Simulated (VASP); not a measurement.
**Co: single point with LDA**

Crystal: Co.

```
CELL_PARAMETERS angstrom
2.42700 0.00000 0.00000
-1.21350 2.10185 0.00000
0.00000 0.00000 3.91970
ATOMIC_POSITIONS crystal
Co 0.66667 0.33333 0.25000
Co 0.33333 0.66667 0.75000
```

```yaml
Program: VASP 6.6.1
Task: single point
Functional: LDA
Potentials_or_basis: VASP PAW LDA potentials, release 64 (Co)
Cutoff: 520 eV
k_mesh: 14 × 14 × 8
Occupations: fermi-dirac, width 0.1 eV
Spin: collinear spin, ferromagnetic start
Starting_moments: "[1.8, 1.8] μB"
Dipole_correction: no
Further_INCAR_settings: ALGO = Normal; EDIFF = 1e-07; NBANDS = 20
```

| Property | Result |
| --- | --- |
| Pressure | -1.4 GPa |
| Net moment | 2.86 μB per cell |
| Site moments | Co +1.43 μB |
| Valence electrons inside the program's atomic spheres | Co 8.45 |

Stress tensor (GPa, compression positive):
```
-1.25  0.00  0.00
 0.00 -1.25  0.00
 0.00  0.00 -1.66
```

Levels at points of the mesh, in eV from the Fermi level:
Spin up:
| k point | band 6 | band 7 | band 8 | band 9 | band 10 | band 11 | band 12 | band 13 | band 14 | band 15 |
| --- | --- | --- | --- | --- | --- | --- | --- | --- | --- | --- |
| (0.00, 0.00, 0.00) | -2.16 | -2.16 | -1.75 | -1.75 | -0.48 | -0.48 | -0.08 | 7.25 | 22.66 | 25.98 |
| (0.50, 0.00, 0.00) | -2.45 | -2.07 | -0.33 | -0.21 | -0.16 | 1.69 | 3.87 | 10.41 | 11.14 | 13.65 |
| (0.00, 0.00, 0.50) | -2.60 | -2.60 | -2.60 | -0.83 | -0.83 | -0.83 | -0.83 | 16.07 | 16.07 | 23.43 |
| (0.50, 0.00, 0.50) | -1.61 | -0.82 | -0.82 | -0.23 | -0.23 | 1.81 | 1.81 | 8.14 | 8.14 | 19.42 |
Spin down:
| k point | band 3 | band 4 | band 5 | band 6 | band 7 | band 8 | band 9 | band 10 | band 11 | band 12 |
| --- | --- | --- | --- | --- | --- | --- | --- | --- | --- | --- |
| (0.00, 0.00, 0.00) | -1.23 | -1.21 | -1.21 | -0.80 | -0.80 | -0.34 | -0.34 | 0.09 | 1.03 | 1.03 |
| (0.50, 0.00, 0.00) | -3.68 | -1.90 | -1.40 | -1.24 | -0.79 | 1.17 | 1.33 | 1.36 | 2.77 | 4.75 |
| (0.00, 0.00, 0.50) | -1.79 | -1.79 | -1.29 | -1.29 | -1.29 | -1.29 | 0.65 | 0.65 | 0.65 | 0.65 |
| (0.50, 0.00, 0.50) | -2.73 | -2.73 | -0.21 | -0.21 | 0.28 | 0.28 | 1.29 | 1.29 | 2.45 | 2.45 |

Wall time 74 s on 1 thread of Intel(R) Xeon(R) Platinum 8488C (Sapphire Rapids), with other jobs on the host, peak memory 0.2 GiB.
